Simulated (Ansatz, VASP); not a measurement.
One calculation of La, two programs

Contents of INCAR:

```
PREC = Accurate
ENCUT = 520
EDIFF = 1E-6
ISMEAR = -1
SIGMA = 0.05
LREAL = False
LASPH = True
NELM = 100
ALGO = Fast
ISIF = 2
LWAVE = False
LCHARG = False
NBANDS = 18
```

File KPOINTS:

```
regular mesh
0
Gamma
  8 8 5
```

File POSCAR:

```
La
1.0
    3.7248314564      0.0000000000      0.0000000000
   -1.8624157282      3.2257986661      0.0000000000
    0.0000000000      0.0000000000      6.0292605175
La
2
Direct
    0.6666666667      0.3333333333      0.7500000000
    0.3333333333      0.6666666667      0.2500000000
```

input.yaml

```yaml
crystal:
  lattice:
    - [3.7248314564, 0.0, 0.0]
    - [-1.8624157282, 3.2257986661, 0.0]
    - [0.0, 0.0, 6.0292605175]
  atoms:
    - { symbol: La, position: [0.6666666667, 0.3333333333, 0.75] }
    - { symbol: La, position: [0.3333333333, 0.6666666667, 0.25] }
kpoints:
  mp_grid: { grid: [8, 8, 5] }
scf:
  occupations: { method: fermi_dirac, width: 0.05 }
hamiltonian:
  xc: lda
  pseudopotentials: { kind: all_electron, lapw: { basis_error: 0.001 } }
output:
  forces: true
  stress: true
  eigenvalues: true
```

Change from the starting cell: volume scaled by 0.98.

Alike in both runs: task single point; functional LDA; k mesh 8 × 8 × 5; occupations fermi-dirac, width 0.05 eV; no spin polarisation.

|  | VASP | Ansatz |
| --- | --- | --- |
| version | VASP 6.6.1 | Ansatz 0.2.0 |
| potentials or method | VASP PAW LDA potentials, release 64 (La), cutoff 520 eV | all-electron LAPW, scalar-relativistic |

Ansatz gave:

* gap on the k mesh at the Fermi level (eV): none
* pressure (GPa): -2.3
* traceless stress, the component that is largest in VASP (GPa): -0.12

What did VASP give for the same quantities?

gap on the k mesh at the Fermi level (eV): none; pressure (GPa): -2.4; traceless stress, the component that is largest in VASP (GPa): -0.13.

LDA's correlation is that of Perdew and Zunger in VASP and of Perdew and Wang (1992) in Ansatz. A gap of «none» marks a metal or a gap that the smearing closes. Ansatz ran all-electron here, and VASP with PAW potentials.

Spin-orbit coupling is off throughout.
